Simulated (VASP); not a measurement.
Input of a VASP 6.6.1 run:

The input INCAR:

```
SYSTEM = Mg2Al
  PREC = Accurate
  ENCUT = 600
  EDIFF = 1E-7
  ISMEAR = 0
  SIGMA = 0.1
  LREAL = .FALSE.
  LASPH = .TRUE.
  NELM = 80
  ALGO = Normal
  ISIF = 3
  LWAVE = .FALSE.
  LCHARG = .FALSE.
  GGA = PE
  IBRION = 2
  NSW = 90
  EDIFFG = -0.04
```

File KPOINTS:

```
regular mesh
0
G
  6 6 6
  0 0 0
```

File POSCAR:

```
Mg2Al
1.0
    0.0000000000      3.0354200700      3.0354200700
    3.0354200700      0.0000000000      3.0354200700
    3.0354200700      3.0354200700      0.0000000000
Mg Al
2 1
Direct
    0.2500000000      0.2500000000      0.2500000000
    0.7500000000      0.7500000000      0.7500000000
    0.0000000000      0.0000000000      0.0000000000
```

Potentials or basis: VASP PAW PBE potentials, release 64 (Mg, Al).

Launch:

```sh
$ cat potpaw_PBE.64/Mg/POTCAR potpaw_PBE.64/Al/POTCAR > POTCAR
$ mpirun -np 1 vasp_std > vasp.out
```

(1) Estimate the relaxed volume.

(2) What does it give for the space group after relaxing (to 0.05 Å)?

## Answers

(1) 24.37 Å³/atom.

(2) Fm-3m (No. 225).

Caveat: the volume moved by over 15 % at a fixed basis, so the end points are rough.
